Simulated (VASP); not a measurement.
Set up this calculation in VASP 6.6.1, as the native input.

```yaml
Task: single point
Functional: PBE
Potentials_or_basis: VASP PAW PBE potentials, release 64 (Zr_sv, Si, F)
Cutoff: 520 eV
k_mesh: 6 × 6 × 4
Occupations: gaussian, width 0.1 eV
Spin: no spin polarisation
Dipole_correction: no
Further_INCAR_settings: ALGO = Normal; EDIFF = 1e-06; NBANDS = 36
```

The structure of Zr3SiF2 lies in POSCAR:

```
Zr3SiF2
1.0
    4.5655930900      0.0000000000      0.0000000000
   -2.2827965500      3.9539196000      0.0000000000
    0.0000000000      0.0000000000      5.4449685400
Zr Si F
3 1 2
Direct
    0.3333333300      0.6666666700      0.7282968800
    0.6666666700      0.3333333300      0.2717031200
    0.0000000000      0.0000000000      0.0000000000
    0.0000000000      0.0000000000      0.5000000000
    0.3333333300      0.6666666700      0.2335130600
    0.6666666700      0.3333333300      0.7664869400
```

The input as run:

INCAR

```
PREC     = Accurate       # precision mode
ENCUT    = 520            # plane-wave cutoff, eV
EDIFF    = 1E-6           # SCF threshold, eV
ISMEAR   = 0              # smearing method
SIGMA    = 0.1            # smearing width, eV
LREAL    = F              # projectors in reciprocal space
LASPH    = T              # aspherical terms in the spheres
NELM     = 100            # most SCF steps
ALGO     = Normal         # electronic algorithm
ISIF     = 2              # what is computed and relaxed
LWAVE    = F              # write WAVECAR
LCHARG   = F              # write CHGCAR
GGA      = PE             # functional
NBANDS   = 36             # bands
```

KPOINTS

```
Automatic mesh
0
Gamma
  6 6 4
```

Potentials or basis: VASP PAW PBE potentials, release 64 (Zr_sv, Si, F).

The run is started by

```bash
$ cat potpaw_PBE.64/Zr_sv/POTCAR potpaw_PBE.64/Si/POTCAR potpaw_PBE.64/F/POTCAR > POTCAR
$ mpirun -np 1 vasp_std > vasp.out
```

Results of the run:

```json
{
 "Pressure": "1.5 GPa",
 "Largest force": "1.161 eV/Å",
 "Band gap on the k mesh": "zero (band 27 reaches 8.76 eV, above the bottom of band 28 at 8.49 eV)"
}
```

Caveat: forces of over 1 eV/Å act on the atoms, so gaps and moduli don't describe the material at rest.

It took 75 s on 1 thread of Intel(R) Xeon(R) Platinum 8488C (Sapphire Rapids) (shared host), peak memory 0.25 GiB.
